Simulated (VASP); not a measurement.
Runs of VASP 6.6.1 on Cu3O2. The structure is that of space group Pm-3m (No. 221), or close to it. The cells are those of the table. The cell was built from a structure type or drawn by symmetry, and may not be a known phase.

```csv
task,spin,cell,k mesh,cutoff (eV),gap on the mesh (eV),pressure (GPa),moment (μB),relaxed volume (Å³/atom)
relaxation of cell and atoms,collinear,"relaxed from a = 3.897 Å, 5 atoms",4 × 4 × 4,600,none,0.0,0.00,11.58
single point,collinear,"a = 3.865 Å, 5 atoms",4 × 4 × 4,520,none,0.5,0.00,-
single point,off,"a = 3.865 Å, 5 atoms",10 × 10 × 10,520,none,0.5,-,-
relaxation of cell and atoms,off,"relaxed from a = 3.865 Å, 5 atoms",10 × 10 × 10,600,none,0.0,-,(a)
single point,collinear,"a = 3.897 Å, 5 atoms",4 × 4 × 4,520,none,-2.4,0.00,-
```

Alike in all rows: level PBE; potentials or basis VASP PAW PBE potentials, release 64 (Cu, O); smearing gaussian 0.1 eV.

Question: Fill in the values left out.

Answer: (a) 11.60.

Caveats: some runs use coarse meshes; an odd number of electrons without spin polarisation forces a metal (at least some runs); a magnetic or distorted state may lie lower (at least some runs).

A gap of «none» marks levels without a gap at the run's occupations.
